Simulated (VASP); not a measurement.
A run of VASP 6.6.1 is set up as follows.

Contents of INCAR:

```
  PREC = Accurate
  ENCUT = 520
  EDIFF = 1E-7
  ISMEAR = 0
  SIGMA = 0.15
  LREAL = False
  LASPH = True
  NELM = 100
  ALGO = Normal
  ISIF = 2
  LWAVE = False
  LCHARG = True
  GGA = CA
  LELF = True
  LVHAR = True
  NBANDS = 16
```

File KPOINTS:

```
Automatic mesh
0
Gamma
  18 18 10
```

The input POSCAR:

```
Ir
1.0
    2.6511000000      0.0000000000      0.0000000000
   -1.3255500000      2.2959199480      0.0000000000
    0.0000000000      0.0000000000      4.6202000000
Ir
2
Direct
    0.6666666667      0.3333333333      0.7500000000
    0.3333333333      0.6666666667      0.2500000000
```

Potentials or basis: VASP PAW LDA potentials, release 64 (Ir).

Command:

```sh
$ cat potpaw_LDA.64/Ir/POTCAR > POTCAR
$ mpirun -np 1 vasp_std > vasp.out
```

(1) What does it give for the band gap on the k mesh?

(2) Predict the pressure.

Answers

(1) zero (bands 9 and 10 overlap by 3.75 eV).

(2) 0.1 GPa.

Caveat: the stress differs along the axes, from -19 to 10 GPa; spin-orbit coupling is left out, which moves the levels of the heavy elements.
